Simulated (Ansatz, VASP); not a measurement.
**Ag in VASP and in Ansatz**

```
Ag
1.0
     2.86699    0.00000    0.00000
    -1.43350    2.48289    0.00000
     0.00000    0.00000    4.69083
Ag
2
Direct
  0.33333 0.66667 0.25000
  0.66667 0.33333 0.75000
```

Alike in both runs: functional PBEsol; k mesh 18 × 18 × 10; occupations gaussian, width 0.1 eV; no spin polarisation.

Ansatz relaxed the structure, and its values are those at the end. VASP's run is a single point on that final structure, the one shown.

|  | VASP | Ansatz |
| --- | --- | --- |
| version | VASP 6.6.1 | Ansatz 0.2.0 |
| potentials or method | VASP PAW PBE potentials, release 64 (Ag), cutoff 520 eV | scalar-relativistic, plane waves, PAW |
| valence electrons in the cell | 22 | 38 |

|  | VASP | Ansatz | Ansatz less VASP |
| --- | --- | --- | --- |
| gap on the k mesh at the Fermi level (eV) | none | none | - |
| pressure (GPa) | -0.3 | 0.0 | +0.29 |

VASP's potentials were made for PBE, not for PBEsol. A gap of «none» marks a metal or a gap that the smearing closes. VASP's potentials hold 22 valence electrons a cell and Ansatz's 38, so a difference there can come from the potentials and not from the codes.
